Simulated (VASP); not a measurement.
Input of a VASP 6.6.1 run:

INCAR

```
SYSTEM = Ta2N
PREC = Accurate
ENCUT = 520
EDIFF = 1E-7
ISMEAR = 0
SIGMA = 0.15
LREAL = .False.
LASPH = .True.
NELM = 60
ALGO = Normal
ISIF = 2
LWAVE = .False.
LCHARG = .False.
GGA = CA
NBANDS = 20
```

The input KPOINTS:

```
regular mesh
0
Gamma
  18 18 10
  0 0 0
```

POSCAR

```
Ta2N
1.0
    3.0892118912      0.0000000000      0.0000000000
   -1.5446059456      2.6753359754      0.0000000000
    0.0000000000      0.0000000000      4.7027072619
Ta N
2 1
Direct
    0.6666666667      0.3333333333      0.7466885012
    0.3333333333      0.6666666667      0.2533114988
    0.0000000000      0.0000000000      0.0000000000
```

Potentials or basis: VASP PAW LDA potentials, release 64 (Ta_pv, N).

The run is started by

```sh
$ cat potpaw_LDA.64/Ta_pv/POTCAR potpaw_LDA.64/N/POTCAR > POTCAR
$ mpirun -np 1 vasp_std > vasp.out
```

Predict the pressure.

1.7 GPa.

What does it give for the largest force?

0.144 eV/Å.

Stress tensor (GPa, compression positive):
```
-0.35  0.00  0.00
 0.00 -0.35  0.00
 0.00  0.00  5.90
```
